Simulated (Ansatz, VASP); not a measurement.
Two plane-wave programs on P

```
P
1.0
     2.42469    0.00000    0.00000
     0.00000    2.43854    0.00000
    -0.02031    0.00000    4.85243
P
2
Direct
  0.00000 0.00000 0.25057
  0.00000 0.00000 0.74943
```

Alike in both runs: task single point; functional PBE; k mesh 9 × 9 × 5; occupations gaussian, width 0.05 eV; no spin polarisation.

|  | VASP | Ansatz |
| --- | --- | --- |
| version | VASP 6.6.1 | Ansatz 0.2.0 |
| potentials or method | VASP PAW PBE potentials, release 64 (P), cutoff 520 eV | scalar-relativistic, plane waves, PAW |
| valence electrons in the cell | 10 | 10 |

|  | VASP | Ansatz | Ansatz less VASP |
| --- | --- | --- | --- |
| gap on the k mesh at the Fermi level (eV) | none | none | - |
| pressure (GPa) | 2.1 | 2.4 | +0.30 |
| traceless stress, the component that is largest in VASP (GPa) | 1.95 | 1.96 | +0.005 |

A gap of «none» marks a metal or a gap that the smearing closes.
